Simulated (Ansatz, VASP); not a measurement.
# CdSe: VASP beside Ansatz

File INCAR:

```
ALGO = Normal
EDIFF = 1E-6
ENCUT = 520
GGA = PE
ISIF = 2
ISMEAR = 0
LASPH = True
LCHARG = True
LELF = True
LREAL = False
LVHAR = True
LWAVE = False
NBANDS = 26
NELM = 100
PREC = Accurate
SIGMA = 0.05
```

KPOINTS

```
k-points
0
Gamma
  6 6 4
```

The input POSCAR:

```
CdSe
1.0
    4.5134249099      0.0000000000      0.0000000000
   -2.2567124550      3.9087406301      0.0000000000
    0.0000000000      0.0000000000      7.0152000000
Cd Se
2 2
Direct
    0.6666666667      0.3333333333      0.0000000000
    0.3333333333      0.6666666667      0.5000000000
    0.6666666667      0.3333333333      0.3750000000
    0.3333333333      0.6666666667      0.8750000000
```

Input for Ansatz:

```yaml
crystal:
  lattice:
    - [4.5134249099, 0.0, 0.0]
    - [-2.256712455, 3.9087406301, 0.0]
    - [0.0, 0.0, 7.0152]
  atoms:
    - { symbol: Cd, position: [0.6666666667, 0.3333333333, 0.0] }
    - { symbol: Cd, position: [0.3333333333, 0.6666666667, 0.5] }
    - { symbol: Se, position: [0.6666666667, 0.3333333333, 0.375] }
    - { symbol: Se, position: [0.3333333333, 0.6666666667, 0.875] }
basis:
  ecutwfc: 420
kpoints:
  mp_grid: { grid: [6, 6, 4] }
hamiltonian:
  xc: pbe
scf:
  occupations: { method: gaussian, width: 0.05 }
output:
  forces: true
  stress: true
  eigenvalues: true
```

Change from the starting cell: strain +0.050 along x and y, +0.000 along z, atoms carried along.

Alike in both runs: task single point; functional PBE; k mesh 6 × 6 × 4; occupations gaussian, width 0.05 eV; no spin polarisation.

|  | VASP | Ansatz |
| --- | --- | --- |
| version | VASP 6.6.1 | Ansatz 0.2.0 |
| potentials or method | VASP PAW PBE potentials, release 64 (Cd, Se), cutoff 520 eV | scalar-relativistic, plane waves, PAW |
| valence electrons in the cell | 36 | 72 |

```tsv
	VASP	Ansatz	Ansatz less VASP
gap on the k mesh at the Fermi level (eV)	0.48	0.48	+0.004
least direct gap on the mesh (eV)	0.48	0.48	+0.004
pressure (GPa)	-1.2	-1.4	-0.21
traceless stress, the component that is largest in VASP (GPa)	2.42	2.35	-0.064
rms of the force components (eV/Å)	0.178	0.171	-0.0072
```

Atom by atom the forces differ by 0.007 eV/Å (rms over components). VASP's potentials hold 36 valence electrons a cell and Ansatz's 72, so a difference there can come from the potentials and not from the codes.
